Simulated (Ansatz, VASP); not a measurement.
**One calculation of Hf, two programs**

```
CELL_PARAMETERS angstrom
0.02220 2.23110 2.23110
2.23110 0.02220 2.23110
2.23110 2.23110 0.02220
ATOMIC_POSITIONS crystal
Hf 0.00000 0.00000 0.00000
```

Change from the starting cell: equal xy, yz and zx shear strains of +1 %, crystal datasets.

Alike in both runs: task electric field gradients; functional PBE; k mesh 16 × 16 × 16; occupations fermi-dirac, width 0.03 eV; no spin polarisation.

```csv
,VASP,Ansatz
version,VASP 6.6.1,Ansatz 0.2.0
potentials or method,"VASP PAW PBE potentials, release 64 (Hf_pv), cutoff 520 eV","all-electron PAW with datasets made for the crystal, scalar-relativistic"
```

Ansatz gave:

```
pressure (GPa)                                                : 3.2
traceless stress, the component that is largest in VASP (GPa) : -0.62
size of Vzz on the site where it differs most (V/Å²)          : 22.9
```

**Question.** Which values does VASP return?

**Answer.** Pressure (GPa): 2.7; traceless stress, the component that is largest in VASP (GPa): -0.62; size of Vzz on the site where it differs most (V/Å²): 22.9.

Ansatz ran all-electron here, and VASP with PAW potentials.

Neither program's run includes spin-orbit coupling.
